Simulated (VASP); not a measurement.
# C41O in VASP: notebook, part 3 of 3

VASP 6.6.1. The steps go on from the part before.

## Step 5: Single point, PBE+D3(BJ)

The input, INCAR:

```
PREC = Accurate
ENCUT = 520
EDIFF = 1E-7
ISMEAR = 0
SIGMA = 0.05
LREAL = Auto
LASPH = T
NELM = 80
ALGO = Normal
ISIF = 2
LWAVE = F
LCHARG = T
LDIPOL = T
IDIPOL = 3
DIPOL = 0.5 0.5 0.286
GGA = PE
IVDW = 12
LELF = T
LVHAR = T
LVACPOTAV = T
NBANDS = 112
LUSENCCL = F
```

The input, KPOINTS:

```
Automatic mesh
0
Gamma
  4 4 1
```

The input, POSCAR:

```
C41O
1.0
    7.2946484380      0.0000000000      0.0000000000
   -3.3317658956      7.8620301879      0.0000000000
    0.0000000000      0.0000000000     23.5809581711
C O
41 1
Direct
    0.2500899670      0.1666966556      0.1696283913
    0.2500899670      0.6666966556      0.1696283913
    0.7500899670      0.1666966556      0.1696283913
    0.7500899670      0.6666966556      0.1696283913
    0.2499100331      0.3333033444      0.1696283913
    0.2499100331      0.8333033444      0.1696283913
    0.7499100330      0.3333033444      0.1696283913
    0.7499100331      0.8333033444      0.1696283913
    0.2500899670      0.4166966557      0.2218942371
    0.2500899670      0.9166966557      0.2218942371
    0.7500899670      0.4166966557      0.2218942371
    0.7500899670      0.9166966557      0.2218942371
    0.2499100331      0.0833033444      0.2218942371
    0.2499100331      0.5833033444      0.2218942371
    0.7499100331      0.0833033444      0.2218942371
    0.7499100331      0.5833033444      0.2218942371
    0.2500106166      0.1676584830      0.2741412246
    0.2500106166      0.6676584830      0.2741412246
    0.7500106166      0.1676584830      0.2741412246
    0.7500106166      0.6676584830      0.2741412246
    0.2499893834      0.3323415170      0.2741412246
    0.2499893834      0.8323415170      0.2741412246
    0.7499893834      0.3323415170      0.2741412246
    0.7499893834      0.8323415170      0.2741412246
    0.2500643137      0.4183240206      0.3266192408
    0.2500643137      0.9183240206      0.3266192408
    0.7500643137      0.4183240206      0.3266192408
    0.7500643137      0.9183240206      0.3266192408
    0.2499356863      0.0816759794      0.3266192408
    0.2499356863      0.5816759794      0.3266192408
    0.7499356863      0.0816759794      0.3266192408
    0.7499356863      0.5816759794      0.3266192408
    0.2498811848      0.1772167637      0.3744953071
    0.2498811848      0.6772167637      0.3744953071
    0.7498811848      0.1772167637      0.3744953071
    0.7498811848      0.6772167637      0.3744953071
    0.2501188152      0.3227832363      0.3744953071
    0.2501188152      0.8227832363      0.3744953071
    0.7501188152      0.3227832363      0.3744953071
    0.7501188152      0.8227832363      0.3744953071
    0.4998811848      0.5522167637      0.5632068924
    0.4998811848      0.5522167637      0.5144387299
```

Potentials or basis: VASP PAW PBE potentials, release 64 (C, O).

Started as:

```sh
$ cat potpaw_PBE.64/C/POTCAR potpaw_PBE.64/O/POTCAR > POTCAR
$ mpirun -np 1 vasp_std > vasp.out
```

OUTCAR:

```text
PREC = Accurate
   ENCUT = 520
   EDIFF = 1E-7
   ISMEAR = 0
   LREAL = Auto
   LASPH = T
   NELM = 80
   ISIF = 2
   GGA = PE
   IVDW = 12
 IVDW          = 12

 ion  position               nearest neighbor table
   1  0.250  0.167  0.170-  13 1.42   5 1.42
   2  0.250  0.667  0.170-  14 1.42   6 1.42
   3  0.750  0.167  0.170-  15 1.42   7 1.42
   4  0.750  0.667  0.170-  16 1.42   8 1.42
   5  0.250  0.333  0.170-   9 1.42   1 1.42
   6  0.250  0.833  0.170-  10 1.42   2 1.42
   7  0.750  0.333  0.170-  11 1.42   3 1.42
   8  0.750  0.833  0.170-  12 1.42   4 1.42
   9  0.250  0.417  0.222-   5 1.42  14 1.42  21 1.43
  10  0.250  0.917  0.222-   6 1.42  13 1.42  22 1.43
  11  0.750  0.417  0.222-   7 1.42  16 1.42  23 1.43
  12  0.750  0.917  0.222-   8 1.42  15 1.42  24 1.43
  13  0.250  0.083  0.222-   1 1.42  10 1.42  17 1.43
  14  0.250  0.583  0.222-   2 1.42   9 1.42  18 1.43
[... 16 lines left out ...]
  31  0.750  0.082  0.327-  35 1.39  28 1.40  19 1.44
  32  0.750  0.582  0.327-  36 1.39  27 1.40  20 1.44
  33  0.250  0.177  0.374-  37 1.24  29 1.39
  34  0.250  0.677  0.374-  38 1.24  30 1.39
  35  0.750  0.177  0.374-  39 1.24  31 1.39
  36  0.750  0.677  0.374-  40 1.24  32 1.39
  37  0.250  0.323  0.374-  33 1.24  25 1.39
  38  0.250  0.823  0.374-  34 1.24  26 1.39
  39  0.750  0.323  0.374-  35 1.24  27 1.39
  40  0.750  0.823  0.374-  36 1.24  28 1.39
  41  0.500  0.552  0.563-  42 1.15
  42  0.500  0.552  0.514-  41 1.15

  LATTYP: Found a simple monoclinic cell.
 ALAT       =     7.2946484380
 B/A-ratio  =     3.2326380595
 C/A-ratio  =     1.1705654015
 COS(beta)  =    -0.3901884672

  Lattice vectors:

 A1 = (   7.2946484380,   0.0000000000,   0.0000000000)
 A2 = (   0.0000000000,   0.0000000000, -23.5809581711)
 A3 = (  -3.3317658956,   7.8620301879,   0.0000000000)
[... 215 lines left out ...]
  Thomas-Fermi vector in A             =   1.931002
   LORBIT       =      0    0 simple, 1 ext, 2 COOP (PROOUT), +10 PAW based schemes
   GGA     = PE    functional components
   LHFCALC =     F    Hartree Fock is set to
   AEXX    =    0.0000 exact exchange contribution
   IVDW    =    12    specifies the selected vdW correction
   LEPSILON=     F    determine dielectric tensor
   LRPA    =     F    only Hartree local field effects (RPA)
 non-spin polarized calculation
 Gauss-broadening in eV      SIGMA  =   0.05
  energy-cutoff  :      520.00
  volume of cell :     1352.39
 maximum number of plane-waves:     36453
   NGX = 27   NGY = 31   NGZ = 87

 dipolmoment           0.000000      0.000000      0.125058 electrons x Angstroem

 number of electron     169.9999997 magnetization

 dipolmoment           0.000000      0.000000     -0.278562 electrons x Angstroem

 Free energy of the ion-electron system (eV)
  ---------------------------------------------------
  ext. energy  EPLUGINS =         0.00000000
  ---------------------------------------------------
  free energy    TOTEN  =      -344.86593081 eV

  energy without entropy =     -344.84993396  energy(sigma->0) =     -344.85793239

 E-fermi :  -3.2587     XC(G=0):  -3.7400

 val. band max:       -3.2625054631   @ k =   0.5000   0.2500   0.0000
 cond. band min:      -3.2528553252   @ k =  -0.2500   0.2500   0.0000
 fundamental gap:      0.0096501380
 Fermi energy:        -3.2587356168

 k-point     1 :       0.0000    0.0000    0.0000
  band No.  band energies     occupation
      1     -26.9127      2.00000
      2     -22.0246      2.00000
      3     -21.7450      2.00000
      4     -20.6514      2.00000
      5     -20.5268      2.00000
      6     -20.3905      2.00000
[... 989 lines left out ...]
     96      -0.3360      0.00000
     97      -0.3355      0.00000
 [bands above 97 left out]

------------------------ aborting loop because EDIFF is reached ----------------------------------------

 Edisp (eV)   -4.73389

 E8    (eV) :    -1.4082

  FORCE on cell =-STRESS in cart. coord.  units (eV):
  Direction    XX          YY          ZZ          XY          YZ          ZX
  --------------------------------------------------------------------------------------
  -------------------------------------------------------------------------------------
  Total       0.00396    -5.61410   -10.92860     2.37155    -0.01199    -0.00958
  in kB       0.00469    -6.65105   -12.94716     2.80958    -0.01420    -0.01135
  external pressure =       -6.53 kB  Pullay stress =        0.00 kB

 VOLUME and BASIS-vectors are now :
 -----------------------------------------------------------------------------
  energy-cutoff  :      520.00
  volume of cell :     1352.39
      direct lattice vectors                 reciprocal lattice vectors
     7.294648438  0.000000000  0.000000000     0.137086798  0.058094552 -0.000000000
    -3.331765896  7.862030188  0.000000000     0.000000000  0.127193610  0.000000000
     0.000000000  0.000000000 23.580958171     0.000000000 -0.000000000  0.042407098

 POSITION                                       TOTAL-FORCE (eV/Angst)
 -----------------------------------------------------------------------------------
      1.26892      1.31057      4.00000        -2.576857      6.076559      1.102992
     -0.39696      5.24159      4.00000        -2.574857      6.077213      1.103166
      4.91625      1.31057      4.00000        -2.574826      6.076858      1.103279
      3.25037      5.24159      4.00000        -2.577037      6.077650      1.102958
      0.71252      2.62044      4.00000         2.576782     -6.076678      1.103137
     -0.95337      6.55146      4.00000         2.574689     -6.077058      1.103079
[... 34 lines left out ...]
      1.80660      4.34154     13.28096         0.000230     -0.001951     -0.751731
      1.80660      4.34154     12.13096        -0.002417     -0.002723      0.719363
 -----------------------------------------------------------------------------------
    total drift:                                0.000940     -0.001271     -0.083193

  FREE ENERGIE OF THE ION-ELECTRON SYSTEM (eV)
  ---------------------------------------------------
  free  energy   TOTEN  =      -349.5998185782 eV

  energy  without entropy=     -349.5838217343  energy(sigma->0) =     -349.59182016

 vacuum level on the upper side and lower side of the slab         2.373         3.252
```

OSZICAR:

```text
N       E                     dE             d eps       ncg     rms          rms(c)
DAV:   1     0.142759140381E+04    0.14276E+04   -0.67963E+04  2352   0.119E+03
DAV:   2    -0.116378954597E+03   -0.15440E+04   -0.14915E+04  3216   0.286E+02
DAV:   3    -0.361927158960E+03   -0.24555E+03   -0.24224E+03  2536   0.116E+02
[... 20 lines left out ...]
DAV:  24    -0.344865928879E+03   -0.65939E-05   -0.24191E-07  1832   0.962E-04    0.454E-04
DAV:  25    -0.344865930243E+03   -0.13644E-05   -0.75505E-08  1800   0.521E-04    0.267E-04
DAV:  26    -0.344865930623E+03   -0.37999E-06   -0.26887E-08  1520   0.334E-04    0.170E-04
DAV:  27    -0.344865930751E+03   -0.12733E-06   -0.17443E-08  1528   0.215E-04    0.969E-05
DAV:  28    -0.344865930809E+03   -0.57931E-07   -0.66542E-09  1448   0.151E-04
   1 F= -.34959982E+03 E0= -.34959182E+03  d E =-.159968E-01
```

stdout:

```text
Offloading initialized ...    1 GPUs detected
 POSCAR found type information on POSCAR C O
 POSCAR found :  2 types and      42 ions
 scaLAPACK will be used selectively (only on CPU)
 LDA part: xc-table for (Slater+PW92), standard interpolation
 POSCAR, INCAR and KPOINTS ok, starting setup
 FFT: planning ... GRIDC
 FFT: planning ... GRID_SOFT
 FFT: planning ... GRID
 WAVECAR not read
 entering main loop
 -----------------------------------------------------------------------------
|                                                                             |
|           W    W    AA    RRRRR   N    N  II  N    N   GGGG   !!!           |
|           W    W   A  A   R    R  NN   N  II  NN   N  G    G  !!!           |
|           W    W  A    A  R    R  N N  N  II  N N  N  G       !!!           |
|           W WW W  AAAAAA  RRRRR   N  N N  II  N  N N  G  GGG   !            |
|           WW  WW  A    A  R   R   N   NN  II  N   NN  G    G                |
|           W    W  A    A  R    R  N    N  II  N    N   GGGG   !!!           |
|                                                                             |
|     Did not find any points to average over, which means that no vacuum     |
|     field-free region was found. Please increase the size of  your cell     |
|     in the dimension of the dipole correction to obtain accurate            |
|     workfunction values.                                                    |
|                                                                             |
 -----------------------------------------------------------------------------
```

Run time: 7.4 min. Hardware: 1 × NVIDIA H100 80GB with 1 thread of AMD EPYC 7R13 (Zen 3), shared host; peak memory 2.4 GiB.

Results:

```
Free energy                : -349.5998 eV
Largest force              : 6.693 eV/Å
Band gap on the k mesh     : 0.01 eV (least direct gap 0.03 eV)
Dispersion energy per atom : -0.113 eV
```

Forces in eV/Å, atoms in the order of the input:
```
C   -2.577  6.077  1.103
C   -2.575  6.077  1.103
C   -2.575  6.077  1.103
C   -2.577  6.078  1.103
C    2.577 -6.077  1.103
C    2.575 -6.077  1.103
C    2.575 -6.077  1.103
C    2.577 -6.077  1.103
C   -0.162  0.380 -1.156
C   -0.161  0.380 -1.157
C   -0.161  0.380 -1.157
C   -0.162  0.379 -1.156
C    0.162 -0.379 -1.157
C    0.161 -0.380 -1.156
C    0.161 -0.380 -1.157
C    0.161 -0.380 -1.156
C    0.003 -0.006  0.015
C    0.002 -0.004  0.016
C    0.002 -0.004  0.016
C    0.001 -0.004  0.014
C   -0.002  0.004  0.016
C   -0.003  0.005  0.016
C   -0.002  0.004  0.016
C   -0.003  0.006  0.014
C    0.003  0.022  0.001
C    0.002  0.017 -0.009
C    0.002  0.021 -0.007
C    0.007  0.013 -0.006
C   -0.005 -0.016 -0.008
C   -0.001 -0.021 -0.003
C   -0.002 -0.019 -0.009
C   -0.005 -0.019  0.003
C    0.034 -0.070  0.055
C    0.031 -0.071  0.043
C    0.032 -0.074  0.048
C    0.033 -0.063  0.036
C   -0.032  0.067  0.039
C   -0.030  0.073  0.052
C   -0.033  0.075  0.046
C   -0.034  0.070  0.054
C    0.000 -0.002 -0.752
O   -0.002 -0.003  0.719
```

## Step 6: Single point, PBE+D3(BJ)

The input, INCAR:

```
SYSTEM = C41O
ALGO = Normal
DIPOL = 0.5 0.5 0.286
EDIFF = 1E-7
ENCUT = 520
GGA = PE
IDIPOL = 3
ISIF = 2
ISMEAR = 0
IVDW = 12
LASPH = .True.
LCHARG = .False.
LDIPOL = .True.
LREAL = Auto
LUSENCCL = .False.
LWAVE = .False.
NBANDS = 112
NELM = 100
PREC = Accurate
SIGMA = 0.05
```

The input, KPOINTS:

```
k-points
0
Gamma
  4 4 1
  0 0 0
```

POSCAR: that of step 5 with these lines changed.

```diff
@@ -48,3 +48,3 @@
     0.7501188152      0.8227832363      0.3744953071
-    0.4998811848      0.5522167637      0.5632068924
-    0.4998811848      0.5522167637      0.5144387299
+    0.6248811848      0.4272167637      0.5632068924
+    0.6248811848      0.4272167637      0.5144387299
```

Potentials or basis: VASP PAW PBE potentials, release 64 (C, O).

Started as:

```sh
$ cat potpaw_PBE.64/C/POTCAR potpaw_PBE.64/O/POTCAR > POTCAR
$ mpirun -np 1 vasp_std > vasp.out
```

Wall time 6.8 min (1 × NVIDIA H100 80GB with 1 thread of AMD EPYC 7R13 (Zen 3), shared host); peak memory 2.4 GiB.

The run converged. Its results:

- Free energy: -349.5995 eV
- Largest force: 6.693 eV/Å
- Band gap on the k mesh: 0.01 eV (least direct gap 0.03 eV)
- Dispersion energy per atom: -0.113 eV

Forces on the atoms (eV/Å):
```
C   -2.576  6.078  1.103
C   -2.576  6.077  1.103
C   -2.575  6.078  1.103
C   -2.577  6.077  1.103
C    2.576 -6.078  1.103
C    2.576 -6.077  1.103
C    2.575 -6.078  1.103
C    2.577 -6.077  1.103
C   -0.161  0.380 -1.156
C   -0.161  0.380 -1.157
C   -0.161  0.381 -1.156
C   -0.162  0.380 -1.157
C    0.162 -0.380 -1.157
C    0.161 -0.381 -1.157
C    0.160 -0.380 -1.157
C    0.162 -0.381 -1.157
C    0.003 -0.005  0.015
C    0.002 -0.005  0.016
C    0.003 -0.008  0.014
C    0.001 -0.003  0.015
C   -0.002  0.005  0.015
C   -0.002  0.004  0.016
C   -0.002  0.003  0.015
C   -0.003  0.006  0.015
C    0.003  0.019 -0.005
C    0.002  0.020 -0.009
C   -0.001  0.023  0.007
C    0.005  0.016 -0.009
C   -0.003 -0.018 -0.007
C   -0.002 -0.021 -0.009
C   -0.004 -0.011 -0.009
C   -0.001 -0.024  0.002
C    0.035 -0.074  0.050
C    0.034 -0.077  0.047
C    0.027 -0.068  0.062
C    0.029 -0.061  0.034
C   -0.032  0.074  0.047
C   -0.034  0.076  0.047
C   -0.021  0.056  0.024
C   -0.032  0.066  0.057
C    0.002 -0.001 -0.741
O   -0.006  0.006  0.721
```

Levels at points of the mesh, in eV from the valence-band top:
| k point | band 82 | band 83 | band 84 | band 85 | band 86 | band 87 | band 88 | band 89 |
| --- | --- | --- | --- | --- | --- | --- | --- | --- |
| (0.00, 0.00, 0.00) | -0.87 | -0.80 | -0.20 | -0.02 | 0.04 | 0.58 | 0.64 | 0.74 |
| (0.50, 0.00, 0.00) | -0.91 | -0.91 | -0.14 | -0.13 | 0.24 | 0.24 | 0.83 | 0.85 |
| (0.00, 0.50, 0.00) | -1.03 | -1.03 | -1.02 | -1.02 | 0.58 | 0.58 | 0.61 | 0.61 |
| (0.50, 0.50, 0.00) | -1.11 | -1.11 | -0.76 | -0.76 | 0.48 | 0.48 | 0.70 | 0.70 |

## Step 7: The runs side by side

| cell | gap on the mesh (eV) | largest force (eV/Å) |
| --- | --- | --- |
| as given, atomic positions A | 0.01 | 6.69 |
| as given, atomic positions B | 0.01 | 6.69 |
| as given, atomic positions C | 0.01 | 6.69 |
| as given, atomic positions D | 0.01 | 6.69 |
| as given, atomic positions E | 0.01 | 6.69 |

Alike in all rows: task single point; level PBE+D3(BJ); potentials or basis VASP PAW PBE potentials, release 64 (C, O); no spin polarisation; k mesh 4 × 4 × 1; cutoff (eV) 520; smearing gaussian 0.05 eV.

Absolute energies hang on the potentials; compare differences alone.
